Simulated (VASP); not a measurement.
Write the native input for VASP 6.6.1 that does the following.

| Item | Value |
| --- | --- |
| Task | single point |
| Functional | PBE |
| Potentials or basis | VASP PAW PBE potentials, release 64 (F) |
| Cutoff | 520 eV |
| k mesh | 10 × 10 × 4 |
| Occupations | gaussian, width 0.02 eV |
| Spin | no spin polarisation |
| Dipole correction | no |
| Further INCAR settings | ALGO = Normal; EDIFF = 1e-06; NBANDS = 22 |

The structure of F lies in POSCAR:

```
F
1.0
    2.9082567000     -1.7213159000     -0.0287239000
    2.8901183000      1.6909009000     -0.0098311000
   -1.6692498827      0.0495054505      7.4026297937
F
4
Direct
    0.0525987525      0.0521536305      0.0990915745
    0.9545993309      0.9449103065      0.9038775183
    0.5092394328      0.4950930913      0.5985575883
    0.4835624838      0.5078429716      0.3984733189
```

This cell differs from its parent crystal: strained and its atoms moved.

These files were run (other wordings do the same):

INCAR

```
SYSTEM = F
PREC     = Accurate       ! precision mode
ENCUT    = 520            ! plane-wave cutoff, eV
EDIFF    = 1E-6           ! SCF threshold, eV
ISMEAR   = 0              ! smearing method
SIGMA    = 0.02           ! smearing width, eV
LREAL    = .False.        ! projectors in reciprocal space
LASPH    = .True.         ! aspherical terms in the spheres
NELM     = 100            ! most SCF steps
ALGO     = Normal         ! electronic algorithm
ISIF     = 2              ! what is computed and relaxed
LWAVE    = .False.        ! write WAVECAR
LCHARG   = .False.        ! write CHGCAR
GGA      = PE             ! functional
NBANDS   = 22             ! bands
```

KPOINTS

```
Automatic mesh
0
Gamma
  10 10 4
  0 0 0
```

Potentials or basis: VASP PAW PBE potentials, release 64 (F).

The run is started by

```sh
$ cat potpaw_PBE.64/F/POTCAR > POTCAR
$ mpirun -np 1 vasp_std > vasp.out
```

Results of the run:

```yaml
Pressure: -4.0 GPa
Largest_force: 2.177 eV/Å
Band_gap_on_the_k_mesh: 1.94 eV
```

Caveat: the cell differs from its parent crystal (strained and its atoms moved); the cell stands under tension; forces of over 1 eV/Å act on the atoms, so gaps and moduli don't describe the material at rest.

Run time: 4.3 min on 1 thread of Intel Xeon 8259CL, with other jobs on the host, peak memory 0.34 GiB.
